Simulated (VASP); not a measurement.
# SnSe2 in VASP: a series of runs

SnSe2 is run at these levels: PBE; tasks: relaxation of cell and atoms, single point.

Everything below comes from runs of VASP 6.6.1. Logs are shortened: lines on timing, memory, paths and dates and some standing lists are left out, and cuts for length are marked.

## Step 1: The cell of the first run

It takes space group P4mm (No. 99, tetragonal). Conventional cell: a = 4.558 Å, b = 4.558 Å, c = 4.632 Å, α = 90.00°, β = 90.00°, γ = 90.00°. Sn (site symmetry 4mm) has 4 Se at 2.28 Å within 3.0 Å. Se (site symmetry 2mm) has 2 Sn at 2.28 Å within 3.0 Å.

## Step 2: Relaxation of cell and atoms, PBE

INCAR

```
SYSTEM = SnSe2
PREC = Accurate
ENCUT = 600
EDIFF = 1E-6
ISMEAR = 0
SIGMA = 0.1
LREAL = .False.
LASPH = .True.
NELM = 80
ALGO = Normal
ISIF = 3
LWAVE = .False.
LCHARG = .False.
GGA = PE
IBRION = 2
NSW = 90
EDIFFG = -0.04
```

KPOINTS

```
Automatic mesh
0
Gamma
  4 4 4
  0 0 0
```

POSCAR

```
SnSe2
1.0
    4.5583293000      0.0000000000      0.0000000000
    0.0000000000      4.5583293000      0.0000000000
    0.0000000000      0.0000000000      4.6318689800
Sn Se
1 2
Direct
    0.0000000000      0.0000000000      0.7045486300
    0.5000000000      0.0000000000      0.7145153000
    0.0000000000      0.5000000000      0.7145153000
```

Potentials or basis: VASP PAW PBE potentials, release 64 (Sn_d, Se).

The run is started by

```sh
> cat potpaw_PBE.64/Sn_d/POTCAR potpaw_PBE.64/Se/POTCAR > POTCAR
> mpirun -np 1 vasp_std > vasp.out
```

OUTCAR:

```text
SYSTEM = SnSe2
   PREC = Accurate
   ENCUT = 600
   EDIFF = 1E-6
   ISMEAR = 0
   LREAL = .False.
   LASPH = .True.
   NELM = 80
   ISIF = 3
   GGA = PE
   IBRION = 2
   NSW = 90
   EDIFFG = -0.04

 ion  position               nearest neighbor table
   1  0.000  0.000  0.705-   2 2.28   3 2.28   3 2.28   2 2.28
   2  0.500  0.000  0.715-   1 2.28   1 2.28
   3  0.000  0.500  0.715-   1 2.28   1 2.28

  LATTYP: Found a simple tetragonal cell.
 ALAT       =     4.5583293000
 C/A-ratio  =     1.0161330337

  Lattice vectors:

 A1 = (   4.5583293000,   0.0000000000,   0.0000000000)
 A2 = (   0.0000000000,   4.5583293000,   0.0000000000)
 A3 = (   0.0000000000,   0.0000000000,   4.6318689800)

Analysis of symmetry for initial positions (statically):
=====================================================================
 Subroutine PRICEL returns:
 Original cell was already a primitive cell.

 Routine SETGRP: Setting up the symmetry group for a
 simple tetragonal supercell.

 Subroutine GETGRP returns: Found  8 space group operations
 (whereof  8 operations were pure point group operations)
 out of a pool of 16 trial point group operations.

The static configuration has the point symmetry C_4v.

Analysis of symmetry for dynamics (positions and initial velocities):
=====================================================================
 Subroutine PRICEL returns:
 Original cell was already a primitive cell.

 Routine SETGRP: Setting up the symmetry group for a
 simple tetragonal supercell.

 Subroutine GETGRP returns: Found  8 space group operations
 (whereof  8 operations were pure point group operations)
 out of a pool of 16 trial point group operations.

The dynamic configuration has the point symmetry C_4v.

 Subroutine INISYM returns: Found  8 space group operations
 (whereof  8 operations are pure point group operations),
 and found     1 'primitive' translations

----------------------------------------------------------------------------------------

                                     Primitive cell

  volume of cell :      96.2427

  direct lattice vectors                    reciprocal lattice vectors
     4.558329300  0.000000000  0.000000000     0.219378622  0.000000000  0.000000000
     0.000000000  4.558329300  0.000000000     0.000000000  0.219378622  0.000000000
     0.000000000  0.000000000  4.631868980     0.000000000  0.000000000  0.215895571

  length of vectors
[... 94 lines left out ...]
   IALGO  =     38    algorithm
   IMIX   =      4    mixing-type and parameters
     AMIX     =   0.40;   BMIX     =  1.00
     AMIX_MAG =   1.60;   BMIX_MAG =  1.00
  volume/ion in A,a.u.               =      32.08       216.49
  Fermi-wavevector in a.u.,A,eV,Ry     =   1.058303  1.999903 15.238599  1.120005
  Thomas-Fermi vector in A             =   2.193608
   LORBIT       =      0    0 simple, 1 ext, 2 COOP (PROOUT), +10 PAW based schemes
   GGA     = PE    functional components
   LHFCALC =     F    Hartree Fock is set to
   AEXX    =    0.0000 exact exchange contribution
   IVDW    =     0    specifies the selected vdW correction
   LEPSILON=     F    determine dielectric tensor
   LRPA    =     F    only Hartree local field effects (RPA)
 conjugate gradient relaxation of ions
 non-spin polarized calculation
 Gauss-broadening in eV      SIGMA  =   0.10
  energy-cutoff  :      600.00
  volume of cell :       96.24
 maximum number of plane-waves:      3240
   NGX = 19   NGY = 19   NGZ = 19

--------------------------------------- Ionic step        1  -------------------------------------------

 number of electron      26.0000009 magnetization

 Free energy of the ion-electron system (eV)
  ---------------------------------------------------
  ext. energy  EPLUGINS =         0.00000000
  ---------------------------------------------------
  free energy    TOTEN  =        -6.45154348 eV

  energy without entropy =       -6.41890135  energy(sigma->0) =       -6.43522241

------------------------ aborting loop because EDIFF is reached ----------------------------------------

  FORCE on cell =-STRESS in cart. coord.  units (eV):
  Direction    XX          YY          ZZ          XY          YZ          ZX
  --------------------------------------------------------------------------------------
  -------------------------------------------------------------------------------------
  Total       25.3831684     25.3831684      0.1886757      0.0000000     -0.0000000      0.0000000
  in kB      422.5603620    422.5603620      3.1409342      0.0000000     -0.0000000      0.0000000
  external PRESSURE =     282.7538861 kB  Pullay stress =       0.0000000 kB
[... 92 lines left out ...]
  FREE ENERGIE OF THE ION-ELECTRON SYSTEM (eV)
  ---------------------------------------------------
  free  energy   TOTEN  =        -9.7419556065 eV

  energy  without entropy=       -9.7259695165  energy(sigma->0) =       -9.73396256

 E-fermi :   0.0277     XC(G=0):  -6.9567

 val. band max:       -0.0336813308   @ k =   0.2500   0.0000   0.5000
 cond. band min:       0.0476323485   @ k =   0.0000   0.0000   0.0000
 fundamental gap:      0.0813136792
 Fermi energy:         0.0276966036

 k-point     1 :       0.0000    0.0000    0.0000
  band No.  band energies     occupation
      1     -21.3105      2.00000
      2     -21.2219      2.00000
      3     -21.2219      2.00000
      4     -21.2121      2.00000
      5     -21.1043      2.00000
      6     -12.5750      2.00000
[... 337 lines left out ...]
      4     -21.1940      2.00000
      5     -21.1062      2.00000
      6     -11.7896      2.00000
[... 9 lines left out ...]
     16       3.0528      0.00000
     17       3.2826      0.00000

[... ionic steps 4 to 7 ...]

--------------------------------------- Ionic step        8  -------------------------------------------

 number of electron      25.9999986 magnetization

------------------------ aborting loop because EDIFF is reached ----------------------------------------
[... 69 lines left out ...]
--------------------------------------- Ionic step       10  -------------------------------------------

 number of electron      25.9999985 magnetization

 Free energy of the ion-electron system (eV)
  ---------------------------------------------------
  ext. energy  EPLUGINS =         0.00000000
  ---------------------------------------------------
  free energy    TOTEN  =        -9.79148304 eV

  energy without entropy =       -9.77979831  energy(sigma->0) =       -9.78564068

 E-fermi :  -1.1318     XC(G=0):  -5.9586

 val. band max:       -1.2224312538   @ k =   0.2500   0.0000   0.5000
 cond. band min:      -1.0335654874   @ k =   0.5000   0.2500   0.0000
 fundamental gap:      0.1888657665
 Fermi energy:        -1.1318312244

 k-point     1 :       0.0000    0.0000    0.0000
  band No.  band energies     occupation
      1     -22.4522      2.00000
      2     -22.3668      2.00000
      3     -22.3668      2.00000
      4     -22.3538      2.00000
      5     -22.2478      2.00000
      6     -13.6700      2.00000
[... 379 lines left out ...]
  FREE ENERGIE OF THE ION-ELECTRON SYSTEM (eV)
  ---------------------------------------------------
  free  energy   TOTEN  =        -9.7914830403 eV

  energy  without entropy=       -9.7797983140  energy(sigma->0) =       -9.78564068

 reached required accuracy - stopping structural energy minimisation
```

OSZICAR:

```text
N       E                     dE             d eps       ncg     rms          rms(c)
DAV:   1     0.223101128172E+03    0.22310E+03   -0.13689E+04   612   0.184E+03
DAV:   2     0.173957729934E+02   -0.20571E+03   -0.20275E+03   685   0.400E+02
DAV:   3    -0.645742810574E+01   -0.23853E+02   -0.23480E+02   732   0.132E+02
[... 109 lines left out ...]
DAV:   7    -0.979135459166E+01   -0.16702E-02   -0.15997E-03   717   0.338E-01    0.432E-02
DAV:   8    -0.979146889847E+01   -0.11431E-03   -0.14814E-04   745   0.132E-01    0.206E-02
DAV:   9    -0.979148173007E+01   -0.12832E-04   -0.15344E-05   710   0.372E-02    0.854E-03
DAV:  10    -0.979148283133E+01   -0.11013E-05   -0.53273E-06   584   0.224E-02    0.178E-03
DAV:  11    -0.979148304035E+01   -0.20902E-06   -0.45648E-07   426   0.544E-03
  10 F= -.97914830E+01 E0= -.97856407E+01  d E =-.400189E-01
```

CONTCAR:

```text
SnSe2
   1.00000000000000
     5.3257779080737135    0.0000000000000000    0.0000000000000000
    -0.0000000000000000    5.3257779080737135    0.0000000000000000
    -0.0000000000000000   -0.0000000000000000    5.8228885264490202
  Sn              Se
     1     2
Direct
     0.0000000000000000    0.0000000000000000    0.7123894191916819
     0.5000000000000000    0.0000000000000000    0.7105949054041603
     1.0000000000000000    0.5000000000000000    0.7105949054041603

  0.00000000E+00  0.00000000E+00  0.00000000E+00
  0.00000000E+00  0.00000000E+00  0.00000000E+00
  0.00000000E+00  0.00000000E+00  0.00000000E+00
```

It took 3.8 min on 1 thread of Intel Xeon Platinum 8375C at 2.90GHz (Ice Lake), shared host; peak memory 0.24 GiB.

What came out:

* Free energy: -9.7915 eV
* Relaxed cell: a = 5.326 Å, b = 5.326 Å, c = 5.823 Å, α = 90.00°, β = 90.00°, γ = 90.00°
* Space group after relaxing (to 0.05 Å): P4/mmm (No. 123)
* Energy gained by relaxing: 1113.3 meV/atom
* Ionic steps: 10
* Pressure after relaxing: -0.1 GPa
* Largest force after relaxing: 0.007 eV/Å
* Band gap on the k mesh: zero (band 13 reaches -0.41 eV, above the bottom of band 14 at -1.34 eV)

Forces in eV/Å, atoms in the order of the input:
```
Sn   0.000  0.000 -0.007
Se   0.000  0.000  0.004
Se   0.000  0.000  0.004
```

Stress tensor (GPa, compression positive):
```
-0.09  0.00  0.00
 0.00 -0.09  0.00
 0.00  0.00  0.01
```

The path:
```tsv
step	energy change (eV)	largest force (eV/Å)	pressure (GPa)	volume (Å³)
1	0.0000	0.3854	28.28	96.24
2	-1.2336	0.0319	-4.28	191.43
3	-3.2904	0.0333	-0.63	133.73
4	-3.2982	0.0283	-0.18	132.24
5	-3.2999	0.0243	0.16	131.12
6	-3.3021	0.0251	0.16	131.86
7	-3.3084	0.0249	0.14	134.07
8	-3.3187	0.0232	0.09	138.50
9	-3.3314	0.0157	0.02	147.37
10	-3.3399	0.0072	-0.06	165.16
```

Final structure:
```xyz
3
Lattice="5.3258 0.0000 0.0000 0.0000 5.3258 0.0000 0.0000 0.0000 5.8229" Properties=species:S:1:pos:R:3 pbc="T T T"
Sn    0.0000    0.0000    4.1482
Se    2.6629    0.0000    4.1377
Se    5.3258    2.6629    4.1377
```

Levels at points of the mesh, in eV from the Fermi level:
| k point | band 10 | band 11 | band 12 | band 13 | band 14 | band 15 | band 16 | band 17 |
| --- | --- | --- | --- | --- | --- | --- | --- | --- |
| (0.00, 0.00, 0.00) | -4.01 | -1.84 | -0.21 | -0.21 | -0.18 | 3.50 | 4.05 | 6.78 |
| (0.50, 0.00, 0.00) | -1.25 | -1.10 | -0.81 | -0.68 | 1.46 | 2.54 | 3.70 | 5.29 |
| (0.50, 0.50, 0.00) | -0.64 | -0.64 | -0.54 | 0.73 | 1.11 | 2.91 | 2.91 | 3.03 |
| (0.00, 0.00, 0.50) | -4.00 | -2.08 | -0.27 | -0.20 | -0.20 | 3.16 | 6.61 | 6.61 |
| (0.50, 0.00, 0.50) | -1.45 | -1.08 | -0.84 | -0.80 | 1.50 | 2.21 | 3.73 | 7.23 |
| (0.50, 0.50, 0.50) | -0.78 | -0.78 | -0.54 | 0.70 | 0.73 | 2.95 | 2.95 | 3.13 |

Caveat: the volume moved by over 15 % at a fixed basis, so the end points are rough; spin-orbit coupling is left out, which moves the levels of the heavy elements.

## Step 3: Single point, PBE

This run uses another cell than the first one, of 55.93 Å³/atom, 1.743 times its volume.

INCAR

```
PREC = Accurate
ENCUT = 520
EDIFF = 1E-7
ISMEAR = 0
SIGMA = 0.1
LREAL = False
LASPH = True
NELM = 80
ALGO = Normal
ISIF = 2
LWAVE = False
LCHARG = False
GGA = PE
NBANDS = 20
```

KPOINTS

```
Automatic mesh
0
Gamma
  10 10 8
```

POSCAR

```
SnSe2
1.0
    5.2671946728      0.0000000000      0.0000000000
    0.0000000000      5.2671946728      0.0000000000
    0.0000000000      0.0000000000      6.0481081224
Sn Se
1 2
Direct
    0.0000000000      0.0000000000      0.5000000000
    0.5000000000      0.0000000000      0.5000000000
    0.0000000000      0.5000000000      0.5000000000
```

Potentials or basis: VASP PAW PBE potentials, release 64 (Sn_d, Se).

The run is started by

```sh
> cat potpaw_PBE.64/Sn_d/POTCAR potpaw_PBE.64/Se/POTCAR > POTCAR
> mpirun -np 1 vasp_std > vasp.out
```

Run time: 4.5 min. Hardware: 1 thread of Intel Xeon Platinum 8375C at 2.90GHz (Ice Lake), shared host; peak memory 0.49 GiB.

The run converged. Its results:

```yaml
Free_energy: -9.7966 eV
Pressure: 0.0 GPa
Band_gap_on_the_k_mesh: zero (band 13 reaches -0.29 eV, above the bottom of band 14 at -1.32 eV)
```

Levels at points of the mesh, in eV from the Fermi level:
```
           k point  band 11  band 12  band 13  band 14  band 15  band 16
(0.00, 0.00, 0.00)    -2.12    -0.32    -0.24    -0.24     3.33     3.87
(0.50, 0.00, 0.00)    -1.17    -0.87    -0.86     1.42     2.32     3.61
(0.50, 0.50, 0.00)    -0.81    -0.68     0.77     0.77     2.79     2.79
(0.00, 0.00, 0.50)    -2.30    -0.38    -0.24    -0.24     3.08     6.04
(0.50, 0.00, 0.50)    -1.15    -0.97    -0.87     1.45     2.09     3.63
(0.50, 0.50, 0.50)    -0.91    -0.68     0.47     0.77     2.82     2.82
```

Caveat: spin-orbit coupling is left out, which moves the levels of the heavy elements.

## Step 4: Single point, PBE

This run uses another cell than the first one, of 55.93 Å³/atom, 1.743 times its volume.

INCAR

```
ALGO     = Normal         # electronic algorithm
EDIFF    = 1E-6           # SCF threshold, eV
ENCUT    = 520            # plane-wave cutoff, eV
GGA      = PE             # functional
ISIF     = 2              # what is computed and relaxed
ISMEAR   = 0              # smearing method
LASPH    = T              # aspherical terms in the spheres
LCHARG   = F              # write CHGCAR
LREAL    = F              # projectors in reciprocal space
LWAVE    = F              # write WAVECAR
NBANDS   = 20             # bands
NELM     = 100            # most SCF steps
PREC     = Accurate       # precision mode
SIGMA    = 0.1            # smearing width, eV
```

KPOINTS

```
k-points
0
Gamma
  10 10 10
```

POSCAR is that of step 3.

The run is started by

```sh
> cat potpaw_PBE.64/Sn_d/POTCAR potpaw_PBE.64/Se/POTCAR > POTCAR
> mpirun -np 1 vasp_std > vasp.out
```

It took 4 min on 1 thread of Intel Xeon Platinum 8375C at 2.90GHz (Ice Lake), shared host; peak memory 0.55 GiB.

The run converged. Its results:

```
Free energy            : -9.7966 eV
Pressure               : 0.0 GPa
Band gap on the k mesh : zero (band 13 reaches -0.29 eV, above the bottom of band 14 at -1.32 eV)
```

Levels at points of the mesh, in eV from the Fermi level:
| k point | band 10 | band 11 | band 12 | band 13 | band 14 | band 15 | band 16 | band 17 |
| --- | --- | --- | --- | --- | --- | --- | --- | --- |
| (0.00, 0.00, 0.00) | -4.33 | -2.12 | -0.32 | -0.24 | -0.24 | 3.33 | 3.87 | 6.65 |
| (0.50, 0.00, 0.00) | -1.50 | -1.17 | -0.87 | -0.86 | 1.42 | 2.33 | 3.61 | 5.11 |
| (0.50, 0.50, 0.00) | -0.81 | -0.81 | -0.68 | 0.77 | 0.77 | 2.79 | 2.79 | 3.05 |
| (0.00, 0.00, 0.50) | -4.32 | -2.30 | -0.38 | -0.24 | -0.24 | 3.08 | 6.04 | 6.07 |
| (0.50, 0.00, 0.50) | -1.65 | -1.15 | -0.97 | -0.87 | 1.45 | 2.09 | 3.63 | 6.33 |
| (0.50, 0.50, 0.50) | -0.91 | -0.91 | -0.68 | 0.47 | 0.77 | 2.82 | 2.82 | 3.14 |

Caveat: spin-orbit coupling is left out, which moves the levels of the heavy elements.

## Step 5: Summary

```csv
task,cell,k mesh,cutoff (eV),gap on the mesh (eV),pressure (GPa)
relaxation of cell and atoms,"relaxed from a = 4.558, b = 4.558, c = 4.632 Å, 3 atoms",4 × 4 × 4,600,none,-0.1
single point,"a = 5.267, b = 5.267, c = 6.048 Å, 3 atoms",10 × 10 × 8,520,none,0.0
single point,"a = 5.267, b = 5.267, c = 6.048 Å, 3 atoms",10 × 10 × 10,520,none,0.0
```

Alike in all rows: level PBE; potentials or basis VASP PAW PBE potentials, release 64 (Sn_d, Se); no spin polarisation; smearing gaussian 0.1 eV.

Caveats: spin-orbit coupling is left out, which moves the levels of the heavy elements; the volume moved by over 15 % at a fixed basis, so the end points are rough (some runs).

Total energies depend on the potentials used, so only differences within one code and one set of settings carry meaning.
